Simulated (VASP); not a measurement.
# SiC (R3m) in VASP: further runs, part 2 of 2

VASP 6.6.1.

## (3) G0W0 quasiparticle levels, PBE

This run uses another cell than the first one, of 9.60 Å³/atom.

Input file POSCAR:

```
SiC
1.0
    0.0697494702      2.1606797213      2.1606797213
    2.1606797213      0.0697494702      2.1606797213
    2.1606797213      2.1606797213      0.0697494702
Si C
1 1
Direct
    0.0017486237      0.0017486237      0.0017486237
    0.2482513763      0.2482513763      0.2482513763
```

Input file INCAR.step1:

```
  PREC = Accurate
  ENCUT = 500
  EDIFF = 1E-8
  ISMEAR = 0
  SIGMA = 0.01
  LREAL = F
  LASPH = T
  NELM = 60
  ALGO = Normal
  LWAVE = T
  LCHARG = F
  GGA = PE
```

Input file INCAR.step2:

```
  PREC = Accurate
  ENCUT = 500
  EDIFF = 1E-8
  ISMEAR = 0
  SIGMA = 0.01
  LREAL = F
  LASPH = T
  NELM = 1
  ALGO = Exact
  LWAVE = T
  LCHARG = F
  GGA = PE
  NBANDS = 84
  LOPTICS = T
  ISTART = 1
```

Input file INCAR.step3:

```
  PREC = Accurate
  ENCUT = 500
  EDIFF = 1E-8
  ISMEAR = 0
  SIGMA = 0.01
  LREAL = F
  LASPH = T
  ALGO = EVGW0
  LWAVE = F
  LCHARG = F
  GGA = PE
  NELMGW = 1
  NBANDS = 84
  ENCUTGW = 150.0
  NOMEGA = 96
  PRECFOCK = Fast
  ISTART = 1
  NBANDSGW = 12
  OMEGAMAX = 30
```

Input file KPOINTS:

```
regular mesh
0
Gamma
  6 6 6
```

Potentials or basis: VASP PAW PBE potentials, release 64 (Si_GW, C_GW).

Launch:

```bash
$ cat potpaw_PBE.64/Si_GW/POTCAR potpaw_PBE.64/C_GW/POTCAR > POTCAR
$ cp INCAR.step1 INCAR
$ mpirun -np 1 vasp_std > vasp.out
$ cp INCAR.step2 INCAR
$ mpirun -np 1 vasp_std > vasp.out
$ cp INCAR.step3 INCAR
$ mpirun -np 1 vasp_std > vasp.out
```

OUTCAR:

```text
PREC = Accurate
   ENCUT = 500
   EDIFF = 1E-8
   ISMEAR = 0
   LREAL = F
   LASPH = T
   GGA = PE
   NELMGW = 1
   ENCUTGW = 150.0
   PRECFOCK = Fast
   ISTART = 1

 ion  position               nearest neighbor table
   1  0.002  0.002  0.002-   2 1.83   2 1.83   2 1.83   2 1.87
   2  0.248  0.248  0.248-   1 1.83   1 1.83   1 1.83   1 1.87

  LATTYP: Found a trigonal (rhomboedric) cell.
 ALAT       =     3.0564585233
 COS(alpha) =     0.5320040676

  Lattice vectors:

 A1 = (   0.0697494702,   2.1606797213,   2.1606797213)
 A2 = (   2.1606797213,   0.0697494702,   2.1606797213)
 A3 = (   2.1606797213,   2.1606797213,   0.0697494702)

Analysis of symmetry for initial positions (statically):
=====================================================================
[... 168 lines left out ...]
   NELMHF              =     1    number of iterations in the inner HF iteration
   NKREDLFX            =     1    NKREDLFY  =   1   NKREDLFZ  =   1
 non-spin polarized calculation
 Gauss-broadening in eV      SIGMA  =   0.01
  energy-cutoff  :      500.00
  volume of cell :       19.20
 maximum number of plane-waves:       504
 NGX is ok and might be reduce to    24
  NGX = 14; NGY = 14; NGZ = 14
   NGX = 11   NGY = 11   NGZ = 11
 maximum number of plane-waves:        86
 NGX is ok and might be reduce to    14

 QP shifts <psi_nk| G(iteration)W_0 |psi_nk>: iteration 1
 for sc-GW calculations column KS-energies equals QP-energies in previous step
 and V_xc(KS)=  KS-energies - (<T + V_ion + V_H > + <T+V_H+V_ion>^1  + <V_x>^1)

 k-point   1 :       0.0000    0.0000    0.0000
  band No.  KS-energies  QP-energies   sigma(KS)   V_xc(KS)     V^pw_x(r,r')   Z            occupation Imag(sigma)

      1      -7.3998      -8.4901     -14.4211     -12.9293     -22.0817       0.7308       2.0000       1.4421
      2       8.2293       7.6153     -15.6315     -14.8558     -17.5782       0.7915       2.0000       0.0503
      3       8.8201       8.2326     -15.8618     -15.1189     -17.8714       0.7909       2.0000       0.0503
      4       8.8201       8.2326     -15.8618     -15.1189     -17.8714       0.7909       2.0000       0.0503
      5      14.7898      15.3363     -11.7445     -12.4337      -6.7722       0.7928       0.0000      -0.0932
      6      16.6747      17.2552     -11.8409     -12.5760      -6.5381       0.7897       0.0000      -0.1121
      7      16.8443      17.4651     -11.0235     -11.8042      -5.7953       0.7952       0.0000      -0.1069
      8      16.8443      17.4651     -11.0235     -11.8042      -5.7953       0.7952       0.0000      -0.1069
      9      23.5656      24.2621     -10.8130     -11.6971      -4.6562       0.7878       0.0000      -0.2807
     10      23.5656      24.2621     -10.8130     -11.6971      -4.6562       0.7878       0.0000      -0.2807
     11      26.1310      26.4302      -9.8470     -10.2316      -3.0190       0.7780       0.0000      -0.5235
     12      26.5253      26.8551     -10.0055     -10.4281      -3.0580       0.7803       0.0000      -0.5723
[... 356 lines left out ...]
      1      -1.8232      -2.7551     -15.9311     -14.6454     -22.2307       0.7248       2.0000       0.6310
      2       1.1656       0.2345     -14.1665     -12.9142     -18.4035       0.7436       2.0000       0.2771
      3       3.7242       2.8376     -14.0786     -12.9165     -17.1652       0.7629       2.0000       0.1169
      4       4.0972       3.2263     -14.0408     -12.9027     -17.0389       0.7652       2.0000       0.1096
      5      12.6143      13.0235     -11.4820     -11.9911      -7.1481       0.8038       0.0000      -0.0747
      6      16.2061      16.7815     -11.1477     -11.8646      -6.1581       0.8027       0.0000      -0.0942
      7      19.9342      20.5629     -11.3948     -12.2115      -5.0483       0.7698       0.0000      -0.2400
      8      21.7811      22.5772     -12.2102     -13.2474      -5.7803       0.7676       0.0000      -0.2611
      9      23.6225      24.3519     -11.9702     -12.9470      -4.5238       0.7468       0.0000      -0.4554
     10      27.1866      27.8188     -11.3858     -12.2134      -3.9278       0.7640       0.0000      -0.6363
     11      30.8405      31.7677     -12.1982     -13.4142      -4.5945       0.7625       0.0000      -0.8445
     12      34.3136      34.9715     -11.9232     -12.7783      -3.9646       0.7694       0.0000      -1.2644

 [... further k-points ...]
```

OUTCAR.step2:

```text
PREC = Accurate
   ENCUT = 500
   EDIFF = 1E-8
   ISMEAR = 0
   LREAL = F
[... 1014 lines left out ...]
     0.00000     7.65772     7.65772     7.65772     0.10509     0.10509     0.10509
     1.91068     8.17903     8.17903     8.17903     0.11049     0.11049     0.11049
     3.82137    11.04455    11.04455    11.04455    -0.01739    -0.01739    -0.01739
     5.73205     9.06630     9.06630     9.06630     2.58429     2.58429     2.58429
     7.64273    -2.04620    -2.04620    -2.04620    -1.58156    -1.58156    -1.58156
     9.55341    -4.01133    -4.01133    -4.01133     1.20490     1.20490     1.20490
[... 92 lines left out ...]
   187.24690     0.98300     0.98300     0.98300     0.00002     0.00002     0.00002
   189.15758     0.98336     0.98336     0.98336     0.00002     0.00002     0.00002
```

Wall time 7.1 min (1 thread of Intel Xeon 8259CL, shared host); peak memory 0.42 GiB.

Results:

* Quasiparticle gap: 1.84 eV
* Least direct quasiparticle gap: 5.30 eV
* Band gap of the starting levels on the mesh: 1.01 eV
* Least direct gap of the starting levels on the mesh: 4.23 eV

Caveat: the k points lie up to 0.43 Å⁻¹ apart; the cutoff is under 1.25 times the usual one of these potentials, so pressure, stress and relaxed cells hold a basis-set (Pulay) error; bands, screening cutoff and mesh are small and nothing is extrapolated, so the quasiparticle values aren't converged.
